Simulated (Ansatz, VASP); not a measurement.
AlNi in VASP and in Ansatz

```
Al Ni
1.0
     2.89308    0.00000    0.00000
     0.00000    2.89308    0.00000
     0.00000    0.00000   17.65817
Al Ni
6 6
Direct
  0.00000 0.00000 0.01410
  0.00000 0.00000 0.17680
  0.00000 0.00000 0.34189
  0.50000 0.50000 0.57478
  0.50000 0.50000 0.73987
  0.50000 0.50000 0.90257
  0.50000 0.50000 0.09286
  0.50000 0.50000 0.25729
  0.50000 0.50000 0.41628
  0.00000 0.00000 0.50039
  0.00000 0.00000 0.65937
  0.00000 0.00000 0.82381
```

Change from the starting cell: antiphase boundary on (0 0 1), species swapped, relaxed, on a denser mesh.

Alike in both runs: task single point; functional PBE; k mesh 21 × 21 × 4; occupations gaussian, width 0.1 eV; no spin polarisation.

|  | VASP | Ansatz |
| --- | --- | --- |
| version | VASP 6.6.1 | Ansatz 0.2.0 |
| potentials or method | VASP PAW PBE potentials, release 64 (Al, Ni), cutoff 520 eV | scalar-relativistic, plane waves, PAW |
| valence electrons in the cell | 78 | 126 |

VASP gave:

| Quantity | Value |
| --- | --- |
| gap on the k mesh at the Fermi level (eV) | none |
| pressure (GPa) | 0.4 |
| rms of the force components (eV/Å) | 0.017 |

What did Ansatz give for the same quantities?

gap on the k mesh at the Fermi level (eV): none; pressure (GPa): 0.4; rms of the force components (eV/Å): 0.013.

A gap of «none» marks a metal or a gap that the smearing closes. The functional is the same, so the differences come from potentials, cutoffs and numerics. VASP's potentials hold 78 valence electrons a cell and Ansatz's 126, so a difference there can come from the potentials and not from the codes.
